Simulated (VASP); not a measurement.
# Mg2C3 (C2/m) in VASP: further runs

The runs below take Mg2C3 through single point, with PBEsol.

Everything below comes from runs of VASP 6.6.1. Logs are shortened: lines on timing, memory, paths and dates and some standing lists are left out, and cuts for length are marked.

## (1) The cell of the first run

Symmetry: C2/m, No. 12, monoclinic system. Conventional cell: a = 4.758 Å, b = 4.610 Å, c = 4.935 Å, α = 90.00°, β = 103.75°, γ = 90.00°. Mg (site symmetry m) has 11 C at 2.22 to 3.42 Å and 9 Mg at 2.99 to 3.31 Å within 3.5 Å. C (site symmetry m) has 1 C at 1.33 Å within 1.8 Å. Within 1.8 Å of C (site symmetry 2/m) lie 2 C at 1.33 Å.

## (2) Single point, PBEsol

Contents of INCAR:

```
ALGO = Normal ; EDIFF = 1E-6
ENCUT = 520 ; GGA = PS
ISIF = 2 ; ISMEAR = 0
LASPH = True ; LCHARG = False
LREAL = False ; LWAVE = False
NBANDS = 16 ; NELM = 60
PREC = Accurate ; SIGMA = 0.02
```

Contents of KPOINTS:

```
k-points
0
Gamma
  8 8 6
```

Contents of POSCAR:

```
Mg2C3
1.0
    2.3791432833     -2.3049844652      0.0088890575
    2.3791432833      2.3049844652      0.0088890575
   -1.1907420534      0.0000000000      4.7893176583
Mg C
2 3
Direct
    0.8089239934      0.8089239934      0.2004965181
    0.1910760066      0.1910760066      0.7995034819
    0.2992112732      0.2992112732      0.2622948177
    0.7007887268      0.7007887268      0.7377051823
    0.5000000000      0.5000000000      0.5000000000
```

Potentials or basis: VASP PAW PBE potentials, release 64 (Mg, C).

The run is started by

```bash
> cat potpaw_PBE.64/Mg/POTCAR potpaw_PBE.64/C/POTCAR > POTCAR
> mpirun -np 1 vasp_std > vasp.out
```

OUTCAR:

```text
EDIFF = 1E-6
   ENCUT = 520
   GGA = PS
   ISIF = 2
   ISMEAR = 0
   LASPH = True
   LREAL = False
   NELM = 60
   PREC = Accurate

 ion  position               nearest neighbor table
   1  0.809  0.809  0.200-   4 2.22   3 2.28   5 2.32   3 2.33   3 2.33   3 2.52   5 2.77   5 2.77
                             4 2.82   2 2.99   2 3.00   2 3.00   2 3.08   2 3.13
   2  0.191  0.191  0.800-   3 2.22   4 2.28   5 2.32   4 2.33   4 2.33   4 2.52   5 2.77   5 2.77
                             3 2.82   1 2.99   1 3.00   1 3.00   1 3.08   1 3.13
   3  0.299  0.299  0.262-   5 1.33   2 2.22   1 2.28   1 2.33   1 2.33   1 2.52   2 2.82
   4  0.701  0.701  0.738-   5 1.33   1 2.22   2 2.28   2 2.33   2 2.33   2 2.52   1 2.82
   5  0.500  0.500  0.500-   3 1.33   4 1.33   1 2.32   2 2.32   2 2.77   2 2.77   1 2.77   1 2.77

  LATTYP: Found a base centered monoclinic cell.
 ALAT       =     4.7583197782
 B/A-ratio  =     0.9688228504
 C/A-ratio  =     1.0371564634
 COS(beta)  =    -0.2376516296

  Lattice vectors:

 A1 = (   2.3791432833,  -2.3049844652,   0.0088890575)
 A2 = (   2.3791432833,   2.3049844652,   0.0088890575)
 A3 = (  -1.1907420534,   0.0000000000,   4.7893176583)

Analysis of symmetry for initial positions (statically):
=====================================================================
 Subroutine PRICEL returns:
 Original cell was already a primitive cell.

 Routine SETGRP: Setting up the symmetry group for a
 base centered monoclinic supercell.

 Subroutine GETGRP returns: Found  4 space group operations
 (whereof  4 operations were pure point group operations)
 out of a pool of  4 trial point group operations.

The static configuration has the point symmetry C_2h.

Analysis of symmetry for dynamics (positions and initial velocities):
=====================================================================
 Subroutine PRICEL returns:
 Original cell was already a primitive cell.

 Routine SETGRP: Setting up the symmetry group for a
 base centered monoclinic supercell.

 Subroutine GETGRP returns: Found  4 space group operations
 (whereof  4 operations were pure point group operations)
 out of a pool of  4 trial point group operations.

The dynamic configuration has the point symmetry C_2h.

 Subroutine INISYM returns: Found  4 space group operations
 (whereof  4 operations are pure point group operations),
 and found     1 'primitive' translations

----------------------------------------------------------------------------------------

                                     Primitive cell

  volume of cell :      52.5770

  direct lattice vectors                    reciprocal lattice vectors
     2.379143283 -2.304984465  0.008889058     0.209964643 -0.216921202  0.052202370
     2.379143283  2.304984465  0.008889058     0.209964643  0.216921202  0.052202370
    -1.190742053  0.000000000  4.789317658    -0.000779396  0.000000000  0.208604234

  length of vectors
     3.312605495  3.312605495  4.935122113     0.306374030  0.306374030  0.208605690

  position of ions in fractional coordinates (direct lattice)
     0.808923993  0.808923993  0.200496518
     0.191076007  0.191076007  0.799503482
     0.299211273  0.299211273  0.262294818
     0.700788727  0.700788727  0.737705182
     0.500000000  0.500000000  0.500000000

  ion indices of the primitive-cell ions
   primitive index   ion index
                 1           1
                 2           2
                 3           3
                 4           4
                 5           5

----------------------------------------------------------------------------------------

 KPOINTS: k-points

Automatic generation of k-mesh.
 Grid dimensions read from file:
 generate k-points for:    8    8    6

 Generating k-lattice:

  Cartesian coordinates                     Fractional coordinates (reciprocal lattice)
     0.026245580 -0.027115150  0.006525296     0.125000000  0.000000000 -0.000000000
     0.026245580  0.027115150  0.006525296     0.000000000  0.125000000 -0.000000000
    -0.000129899  0.000000000  0.034767372     0.000000000  0.000000000  0.166666667

  Length of vectors
     0.038296754  0.038296754  0.034767615

  Shift w.r.t. Gamma in fractional coordinates (k-lattice)
     0.000000000  0.000000000  0.000000000

 Subroutine IBZKPT returns following result:
 ===========================================

 Found    114 irreducible k-points:

 Following reciprocal coordinates:
            Coordinates               Weight
  0.000000  0.000000  0.000000      1.000000
  0.125000  0.000000  0.000000      4.000000
  0.250000  0.000000  0.000000      4.000000
  0.375000  0.000000  0.000000      4.000000
  0.500000  0.000000  0.000000      2.000000
  0.125000  0.125000  0.000000      2.000000
[... 16 lines left out ...]
  0.125000  0.000000  0.166667      4.000000
  0.250000  0.000000  0.166667      4.000000
 [... further k-points ...]
   k-points           NKPTS =    114   k-points in BZ     NKDIM =    114   number of bands    NBANDS=     16
   number of dos      NEDOS =    301   number of ions     NIONS =      5
   total plane-waves  NPLWV =  31360
   dimension x,y,z NGX =    28 NGY =   28 NGZ =   40
   dimension x,y,z NGXF=    56 NGYF=   56 NGZF=   80
   ions per type =               2   3
   NGX,Y,Z   is equivalent  to a cutoff of  14.05, 14.05, 13.47 a.u.
   NGXF,Y,Z  is equivalent  to a cutoff of  28.10, 28.10, 26.95 a.u.
 SYSTEM =  unknown system
   PREC   = accura    normal or accurate (medium, high low for compatibility)
   ISTART =      0    job   : 0-new  1-cont  2-samecut
   ICHARG =      2    charge: 1-file 2-atom 10-const
   ISPIN  =      1    spin polarized calculation?
   LNONCOLLINEAR =      F non collinear calculations
   LSORBIT =      F    spin-orbit coupling
   LASPH  =      T    aspherical Exc in radial PAW
   ENCUT  =  520.0 eV  38.22 Ry    6.18 a.u.   6.16  6.16  9.18*2*pi/ulx,y,z
   NELM   =     60;   NELMIN=  2; NELMDL= -5     # of ELM steps
   EDIFF  = 0.1E-05   stopping-criterion for ELM
   LREAL  =      F    real-space projection
   EDIFFG = 0.1E-04   stopping-criterion for IOM
   NSW    =      0    number of steps for IOM
   IBRION =     -1    ionic relax: 0-MD 1-quasi-New 2-CG
   NFREE  =      0    steps in history (QN), initial steepest desc. (CG)
   ISIF   =      2    stress and relaxation
   ISYM   =      2    0-nonsym 1-usesym 2-fastsym
   POTIM  = 0.5000    time-step for ionic-motion
   TEBEG  =    0.0;   TEEND  =   0.0 temperature during run
   PSTRESS=    0.0 pullay stress
   NELECT =      16.0000    total number of electrons
   NUPDOWN=      -1.0000    fix difference up-down
   EMIN   =  10.00;   EMAX   =-10.00  energy-range for DOS
   EFERMI =   0.00;   METHOD = LEGACY
   ISMEAR =     0;   SIGMA  =   0.02  broadening in eV -4-tet -1-fermi 0-gaus
   EFERMI_NEDOS =   21; number of points for ismear=-14 and -15
   IALGO  =     38    algorithm
   IMIX   =      4    mixing-type and parameters
     AMIX     =   0.40;   BMIX     =  1.00
     AMIX_MAG =   1.60;   BMIX_MAG =  1.00
  volume/ion in A,a.u.               =      10.52        70.96
  Fermi-wavevector in a.u.,A,eV,Ry     =   1.101158  2.080887 16.497732  1.212549
  Thomas-Fermi vector in A             =   2.237581
   LORBIT       =      0    0 simple, 1 ext, 2 COOP (PROOUT), +10 PAW based schemes
   GGA     = PS    functional components
   LHFCALC =     F    Hartree Fock is set to
   AEXX    =    0.0000 exact exchange contribution
   IVDW    =     0    specifies the selected vdW correction
   LEPSILON=     F    determine dielectric tensor
   LRPA    =     F    only Hartree local field effects (RPA)
 non-spin polarized calculation
 Gauss-broadening in eV      SIGMA  =   0.02
  energy-cutoff  :      520.00
  volume of cell :       52.58
 maximum number of plane-waves:      1438
 NGX is ok and might be reduce to    28
   NGX = 13   NGY = 13   NGZ = 19

 number of electron      15.9999999 magnetization

 Free energy of the ion-electron system (eV)
  ---------------------------------------------------
  ext. energy  EPLUGINS =         0.00000000
  ---------------------------------------------------
  free energy    TOTEN  =       -31.33305632 eV

  energy without entropy =      -31.33305632  energy(sigma->0) =      -31.33305632

 E-fermi :   4.9489     XC(G=0): -10.7148

 val. band max:        4.7855844620   @ k =  -0.0000  -0.0000   0.5000
 cond. band min:       6.4941859401   @ k =   0.5000   0.5000   0.0000
 fundamental gap:      1.7086014781
 Fermi energy:         4.9489405173

 k-point     1 :       0.0000    0.0000    0.0000
  band No.  band energies     occupation
      1     -11.3517      2.00000
      2      -7.3172      2.00000
      3      -2.7352      2.00000
      4       0.6533      2.00000
      5       1.4334      2.00000
      6       1.8752      2.00000
[... 8 lines left out ...]
     15      14.3329      0.00000
     16      15.4171      0.00000

 k-point     2 :       0.1250    0.0000    0.0000
  band No.  band energies     occupation
      1     -11.2607      2.00000
      2      -7.3032      2.00000
      3      -2.6065      2.00000
      4       0.2722      2.00000
      5       1.1438      2.00000
      6       1.7556      2.00000
[... 8 lines left out ...]
     15      13.9840      0.00000
     16      15.4738      0.00000

 k-point     3 :       0.2500    0.0000    0.0000
  band No.  band energies     occupation
      1     -11.0217      2.00000
      2      -7.2861      2.00000
      3      -2.3074      2.00000
      4      -0.6388      2.00000
      5       0.9343      2.00000
      6       1.6116      2.00000
[... 8 lines left out ...]
     15      13.8566      0.00000
     16      15.5180      0.00000
[... 362 lines left out ...]
 k-point    23 :       0.1250    0.0000    0.1667
  band No.  band energies     occupation
      1     -11.2089      2.00000
      2      -7.4997      2.00000
      3      -2.1659      2.00000
      4       0.0288      2.00000
      5       1.0474      2.00000
      6       1.4486      2.00000
[... 8 lines left out ...]
     15      13.9604      0.00000
     16      15.8805      0.00000

 k-point    24 :       0.2500    0.0000    0.1667
  band No.  band energies     occupation
      1     -10.9691      2.00000
      2      -7.4650      2.00000
      3      -1.6688      2.00000
      4      -1.0651      2.00000
      5       0.5857      2.00000
      6       1.3881      2.00000
[... 8 lines left out ...]
     15      14.5290      0.00000
     16      15.2858      0.00000

 [... further k-points ...]
[... 5 lines left out ...]
  --------------------------------------------------------------------------------------
  -------------------------------------------------------------------------------------
  Total        0.9522912      0.9124646      1.0627157      0.0000000      0.0000000      0.1004906
  in kB       29.0191614     27.8055256     32.3841281      0.0000000      0.0000000      3.0622507
  external PRESSURE =      29.7362717 kB  Pullay stress =       0.0000000 kB

 VOLUME and BASIS-vectors are now :
 -----------------------------------------------------------------------------
  energy-cutoff  :      520.00
  volume of cell :       52.58
      direct lattice vectors                 reciprocal lattice vectors
     2.379143283 -2.304984465  0.008889058     0.209964643 -0.216921202  0.052202370
     2.379143283  2.304984465  0.008889058     0.209964643  0.216921202  0.052202370
    -1.190742053  0.000000000  4.789317658    -0.000779396  0.000000000  0.208604234

 POSITION                                       TOTAL-FORCE (eV/Angst)
 -----------------------------------------------------------------------------------
      3.61035      0.00000      0.97462        -0.000784      0.000000      0.000234
     -0.04281      0.00000      3.83247         0.000784      0.000000     -0.000234
      1.11141      0.00000      1.26153        -0.036425      0.000000     -0.051296
      2.45614      0.00000      3.54556         0.036425      0.000000      0.051296
      1.78377      0.00000      2.40355        -0.000000      0.000000     -0.000000
 -----------------------------------------------------------------------------------
    total drift:                                0.000000      0.000000     -0.000000

  FREE ENERGIE OF THE ION-ELECTRON SYSTEM (eV)
  ---------------------------------------------------
  free  energy   TOTEN  =       -31.3330563227 eV

  energy  without entropy=      -31.3330563227  energy(sigma->0) =      -31.33305632
```

Wall time 2.2 min (1 thread of Intel Xeon 8259CL, shared host); peak memory 0.24 GiB.

What came out:

| Property | Result |
| --- | --- |
| Free energy | -31.3331 eV |
| Pressure | 3.0 GPa |
| Largest force | 0.063 eV/Å |
| Band gap on the k mesh | 1.71 eV (least direct gap 2.46 eV) |

Forces in eV/Å, atoms in the order of the input:
```
Mg  -0.001  0.000  0.000
Mg   0.001  0.000  0.000
C   -0.036  0.000 -0.051
C    0.036  0.000  0.051
C    0.000  0.000  0.000
```

Levels at points of the mesh, in eV from the valence-band top:
| k point | band 6 | band 7 | band 8 | band 9 | band 10 | band 11 |
| --- | --- | --- | --- | --- | --- | --- |
| (0.00, 0.00, 0.00) | -2.91 | -1.52 | -0.72 | 3.63 | 3.70 | 4.08 |
| (0.50, 0.00, 0.00) | -3.20 | -3.16 | -0.16 | 2.94 | 4.73 | 6.48 |
| (0.50, 0.50, 0.00) | -3.73 | -2.41 | -1.20 | 1.71 | 2.12 | 3.21 |
| (0.00, 0.00, 0.50) | -3.53 | -0.97 | 0.00 | 3.16 | 3.43 | 4.41 |
| (0.50, 0.00, 0.50) | -3.11 | -1.28 | -0.24 | 2.22 | 3.85 | 5.97 |
| (0.50, 0.50, 0.50) | -3.94 | -3.03 | -2.11 | 2.11 | 3.67 | 5.61 |

Caveat: the PAW data sets were made with another functional, which shifts forces and pressure a little. A k mesh can miss the band edges.

## (3) Single point, PBEsol

This run uses another cell than the first one, of 10.79 Å³/atom.

Contents of INCAR:

```
PREC = Accurate
ENCUT = 520
EDIFF = 1E-7
ISMEAR = 0
SIGMA = 0.02
LREAL = False
LASPH = True
NELM = 60
ALGO = Normal
ISIF = 2
LWAVE = False
LCHARG = False
GGA = PS
NBANDS = 16
```

Contents of KPOINTS:

```
Automatic mesh
0
Gamma
  8 8 6
```

Contents of POSCAR:

```
Mg2C3
1.0
    2.3985918237     -2.3273951396      0.0029184419
    2.3985918237      2.3273951396      0.0029184419
   -1.2126410360      0.0000000000      4.8284048027
Mg C
2 3
Direct
    0.8092596782      0.8092596782      0.1996336765
    0.1907403218      0.1907403218      0.8003663235
    0.3002581440      0.3002581440      0.2628019547
    0.6997418560      0.6997418560      0.7371980453
    0.5000000000      0.5000000000      0.5000000000
```

Potentials or basis: VASP PAW PBE potentials, release 64 (Mg, C).

The run is started by

```bash
> cat potpaw_PBE.64/Mg/POTCAR potpaw_PBE.64/C/POTCAR > POTCAR
> mpirun -np 1 vasp_std > vasp.out
```

Wall time 2.3 min (1 thread of Intel Xeon 8259CL, shared host); peak memory 0.24 GiB.

It converged, with:

| Quantity | Value |
| --- | --- |
| Free energy | -31.3444 eV |
| Pressure | 0.0 GPa |
| Largest force | 0.069 eV/Å |
| Band gap on the k mesh | 1.69 eV (least direct gap 2.40 eV) |

Forces on the atoms (eV/Å):
```
Mg  -0.002  0.000 -0.005
Mg   0.002  0.000  0.005
C   -0.037  0.000 -0.058
C    0.037  0.000  0.058
C    0.000  0.000  0.000
```

Stress tensor (GPa, compression positive):
```
-0.10  0.00  0.32
 0.00 -0.22  0.00
 0.32  0.00  0.27
```

Levels at points of the mesh, in eV from the valence-band top:
| k point | band 6 | band 7 | band 8 | band 9 | band 10 | band 11 |
| --- | --- | --- | --- | --- | --- | --- |
| (0.00, 0.00, 0.00) | -2.93 | -1.50 | -0.71 | 3.46 | 3.55 | 4.08 |
| (0.50, 0.00, 0.00) | -3.18 | -3.17 | -0.15 | 2.95 | 4.65 | 6.28 |
| (0.50, 0.50, 0.00) | -3.73 | -2.40 | -1.19 | 1.69 | 2.00 | 3.13 |
| (0.00, 0.00, 0.50) | -3.54 | -0.98 | 0.00 | 3.15 | 3.43 | 4.16 |
| (0.50, 0.00, 0.50) | -3.13 | -1.29 | -0.24 | 2.16 | 3.84 | 5.80 |
| (0.50, 0.50, 0.50) | -3.93 | -2.98 | -2.09 | 2.07 | 3.50 | 5.54 |

Caveat: the PAW data sets were made with another functional, which shifts forces and pressure a little. A k mesh can miss the band edges.

(Continued in part 2 of 2.)
